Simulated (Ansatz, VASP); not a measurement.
# CsI in VASP and in Ansatz

The input INCAR:

```
SYSTEM = CsI
PREC = Accurate ; ENCUT = 400
EDIFF = 1E-8 ; ISMEAR = -1
SIGMA = 0.03 ; LREAL = .FALSE.
LASPH = .TRUE. ; NELM = 120
ALGO = Normal ; ISIF = 2
LWAVE = .FALSE. ; LCHARG = .FALSE.
GGA = PE ; LEFG = .TRUE.
NBANDS = 15 ; GGA_COMPAT = .FALSE.
```

The input KPOINTS:

```
Automatic mesh
0
G
  6 6 6
  0 0 0
```

File POSCAR:

```
CsI
1.0
    3.5749959597      0.0000000000      0.0000000000
    0.0000000000      3.5749959597      0.0000000000
    0.0000000000      0.0000000000      3.5749959597
Cs I
1 1
Direct
    0.0000000000      0.0000000000      0.0000000000
    0.5000000000      0.5000000000      0.5000000000
```

Input for Ansatz:

```yaml
crystal:
  lattice:
    - [3.5749959597, 0.0, 0.0]
    - [0.0, 3.5749959597, 0.0]
    - [0.0, 0.0, 3.5749959597]
  atoms:
    - { symbol: Cs, position: [0.0, 0.0, 0.0] }
    - { symbol: I, position: [0.5, 0.5, 0.5] }
kpoints:
  mp_grid: { grid: [6, 6, 6] }
  band_path:
    path:
      - [0.0, 0.0, 0.0]
      - [0.0, 0.5, 0.0]
      - [0.5, 0.5, 0.0]
      - [0.0, 0.0, 0.0]
      - [0.5, 0.5, 0.5]
      - [0.0, 0.5, 0.0]
      - [0.5, 0.5, 0.5]
      - [0.5, 0.5, 0.0]
    npoints: 6
scf:
  occupations: { method: fermi_dirac, width: 0.03 }
hamiltonian:
  xc: pbe
  pseudopotentials: { kind: paw }
output:
  forces: true
  stress: true
  eigenvalues: true
  efg: { contact_densities: true }
  populations: true
  write_density: true
  write_potential: true
  elf: true
  volumetric_format: npy
```

Change from the starting cell: volume scaled by 0.45, PAW files.

Alike in both runs: task electric field gradients; functional PBE; k mesh 6 × 6 × 6; occupations fermi-dirac, width 0.03 eV; no spin polarisation.

```csv
,VASP,Ansatz
version,VASP 6.6.1,Ansatz 0.2.0
potentials or method,"VASP PAW PBE potentials, release 64 (Cs_sv, I)","PAW with Ansatz's default frozen-core files, scalar-relativistic"
plane-wave cutoff (eV),400,420
valence electrons in the cell,16,26
```

Ansatz gave:

* pressure (GPa): 57.3

Which values does VASP return?

Pressure (GPa): 58.8.

Both programs put the cell under a high pressure, so it lies far from rest at this level. With one functional, cell and mesh, what is left measures potentials, basis and numerics. VASP's potentials hold 16 valence electrons a cell and Ansatz's 26, so a difference there can come from the potentials and not from the codes.

Neither program's run includes spin-orbit coupling.
